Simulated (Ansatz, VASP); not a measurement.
# One calculation of SiPd3Pt, two programs

Contents of INCAR:

```
SYSTEM = SiPd3Pt
PREC = Accurate
ENCUT = 600
EDIFF = 1E-6
ISMEAR = 0
SIGMA = 0.1
LREAL = .FALSE.
LASPH = .TRUE.
NELM = 100
ALGO = Fast
ISIF = 3
LWAVE = .FALSE.
LCHARG = .FALSE.
GGA = PE
IBRION = 2
NSW = 100
EDIFFG = -0.01
```

KPOINTS

```
regular mesh
0
G
  12 12 8
  0 0 0
```

File POSCAR:

```
SiPd3Pt
1.0
    5.1650152737      0.0000000000      0.0000000000
   -2.5825076369      4.4730344380      0.0000000000
    0.0000000000      0.0000000000      4.4872177375
Si Pd Pt
1 3 1
Direct
    0.0000000000      0.0000000000      0.0000000000
    0.5000000000      0.0000000000      0.0000000000
    0.0000000000      0.5000000000      0.0000000000
    0.5000000000      0.5000000000      0.0000000000
    0.0000000000      0.0000000000      0.5000000000
```

Input for Ansatz:

```yaml
crystal:
  lattice:
    - [5.1650152737, 0.0, 0.0]
    - [-2.5825076369, 4.473034438, 0.0]
    - [0.0, 0.0, 4.4872177375]
  atoms:
    - { symbol: Si, position: [0.0, 0.0, 0.0] }
    - { symbol: Pd, position: [0.5, 0.0, 0.0] }
    - { symbol: Pd, position: [0.0, 0.5, 0.0] }
    - { symbol: Pd, position: [0.5, 0.5, 0.0] }
    - { symbol: Pt, position: [0.0, 0.0, 0.5] }
basis:
  ecutwfc: 420
kpoints:
  mp_grid: { grid: [12, 12, 8] }
hamiltonian:
  xc: pbe
scf:
  occupations: { method: gaussian, width: 0.1 }
output:
  forces: true
  stress: true
  eigenvalues: true
relax:
  adjacent_minimum: "off"
  f_tol: 0.01
  max_steps: 80
  cell: { stress_tol: 0.05 }
```

Alike in both runs: task relaxation of cell and atoms; functional PBE; k mesh 12 × 12 × 8; occupations gaussian, width 0.1 eV; no spin polarisation.

|  | VASP | Ansatz |
| --- | --- | --- |
| version | VASP 6.6.1 | Ansatz 0.2.0 |
| potentials or method | VASP PAW PBE potentials, release 64 (Si, Pd, Pt), cutoff 600 eV | scalar-relativistic, plane waves, PAW |
| valence electrons in the cell | 44 | 76 |

Ansatz gave:

| Property | Result |
| --- | --- |
| gap on the k mesh at the Fermi level, each at its own relaxed structure (eV) | none |
| relaxed volume (Å³/atom) | 20.71 |
| relaxed cell length with the largest relative difference (Å) | 4.485 |

Q: Which values does VASP return?

A: gap on the k mesh at the Fermi level, each at its own relaxed structure (eV): none; relaxed volume (Å³/atom): 20.71; relaxed cell length with the largest relative difference (Å): 4.489.

A gap of «none» marks a metal or a gap that the smearing closes. VASP's potentials hold 44 valence electrons a cell and Ansatz's 76, so a difference there can come from the potentials and not from the codes.

Spin-orbit coupling is off throughout.
